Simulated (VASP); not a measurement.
Wanted: the native input for a VASP 6.6.1 run.

```
Task                   : single point
Functional             : PBEsol
Potentials or basis    : VASP PAW PBE potentials, release 64 (Fe)
Cutoff                 : 520 eV
k mesh                 : 16 × 16 × 10
Occupations            : gaussian, width 0.05 eV
Spin                   : collinear spin, ferromagnetic start
Starting moments       : [2.5, 2.5] μB
Dipole correction      : no
Further INCAR settings : ALGO = Normal; EDIFF = 1e-06; NBANDS = 19
```

The structure of Fe lies in POSCAR:

```
Fe
1.0
    1.3949057342     -1.3949057342      1.3949057342
   -1.3949057342      1.3949057342      1.3949057342
   -2.7898114684     -2.7898114684      0.0000000000
Fe
2
Direct
    0.0000000000      0.0000000000      0.0000000000
    0.5000000000      0.5000000000      0.5000000000
```

One way to write it, as run:

INCAR

```
  ALGO = Normal
  EDIFF = 1E-6
  ENCUT = 520
  GGA = PS
  ISIF = 2
  ISMEAR = 0
  ISPIN = 2
  LASPH = True
  LCHARG = True
  LELF = True
  LMAXMIX = 4
  LORBIT = 11
  LREAL = False
  LVHAR = True
  LWAVE = False
  MAGMOM = 2.5 2.5
  NBANDS = 19
  NELM = 150
  PREC = Accurate
  SIGMA = 0.05
```

KPOINTS

```
k-points
0
Gamma
  16 16 10
```

Potentials or basis: VASP PAW PBE potentials, release 64 (Fe).

Run with:

```console
$ cat potpaw_PBE.64/Fe/POTCAR > POTCAR
$ mpirun -np 1 vasp_std > vasp.out
```

It gave:

- Pressure: -1.1 GPa
- Net moment: 4.21 μB per cell
- Site moments: Fe +2.09 μB
- Valence electrons inside the program's atomic spheres: Fe 7.37

Caveat: the PAW data sets were made with another functional, which shifts forces and pressure a little.

Wall time 6.1 min on 1 thread of Oxide Virtual Turin-like Processor, on a shared host, peak memory 0.3 GiB.
